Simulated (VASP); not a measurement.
Set up this calculation in VASP 6.6.1, as the native input.

- Task: relaxation of cell and atoms
- Functional: r2SCAN
- Potentials or basis: VASP PAW PBE potentials, release 64 (La)
- Cutoff: 600 eV
- k mesh: 7 × 7 × 4
- Occupations: fermi-dirac, width 0.1 eV
- Spin: no spin polarisation
- Target pressure: 5 GPa
- Dipole correction: no
- Further INCAR settings: ALGO = Normal; EDIFF = 1e-06; IBRION = 2; EDIFFG = -0.03; NSW = 80; ISIF = 3

The system is La.

```xyz
2
Lattice="3.7500 0.0000 0.0000 -1.8750 3.2476 0.0000 0.0000 0.0000 6.0700" Properties=species:S:1:pos:R:3 pbc="T T T"
La    0.0000    2.1651    1.5175
La    1.8750    1.0825    4.5525
```

The input as run:

POSCAR

```
La
1.0
    3.7500000000      0.0000000000      0.0000000000
   -1.8750000000      3.2475952600      0.0000000000
    0.0000000000      0.0000000000      6.0700000000
La
2
Direct
    0.3333333300      0.6666666700      0.2500000000
    0.6666666700      0.3333333300      0.7500000000
```

INCAR.step1

```
  PREC = Accurate
  ENCUT = 600
  ISMEAR = -1
  SIGMA = 0.1
  LREAL = False
  LASPH = True
  NELM = 60
  GGA = PE
  ALGO = Normal
  EDIFF = 1E-4
  LWAVE = True
  LCHARG = False
```

INCAR.step2

```
  PREC = Accurate
  ENCUT = 600
  EDIFF = 1E-6
  ISMEAR = -1
  SIGMA = 0.1
  LREAL = False
  LASPH = True
  NELM = 60
  ALGO = Normal
  ISIF = 3
  LWAVE = False
  LCHARG = False
  METAGGA = R2SCAN
  LMIXTAU = True
  IBRION = 2
  NSW = 80
  EDIFFG = -0.03
  PSTRESS = 50.0
  ISTART = 1
```

KPOINTS

```
regular mesh
0
Gamma
  7 7 4
```

Potentials or basis: VASP PAW PBE potentials, release 64 (La).

The run is started by

```sh
$ cat potpaw_PBE.64/La/POTCAR > POTCAR
$ cp INCAR.step1 INCAR
$ mpirun -np 1 vasp_std > vasp.out
$ cp INCAR.step2 INCAR
$ mpirun -np 1 vasp_std > vasp.out
```

It gave:

```json
{
 "Relaxed volume": "31.89 Å³/atom",
 "Relaxed cell": "a = 3.536 Å, b = 3.536 Å, c = 5.891 Å, α = 90.00°, β = 90.00°, γ = 120.00°",
 "Space group after relaxing (to 0.1 Å)": "P6_3/mmc (No. 194)",
 "Energy change on relaxing (the run minimises the enthalpy)": "+91.8 meV/atom",
 "Ionic steps": "8",
 "Pressure after relaxing": "5.0 GPa",
 "Band gap on the k mesh": "zero (bands 11 and 12 overlap by 1.80 eV)"
}
```

Caveat: the cell is relaxed towards a set pressure, so the run minimises the enthalpy, not the energy; the PAW data sets were made with another functional, which shifts forces and pressure a little; spin-orbit coupling is left out, which moves the levels of the heavy elements.

Run time: 25 min on 1 thread of Intel Xeon 8259CL (shared host), peak memory 0.24 GiB.
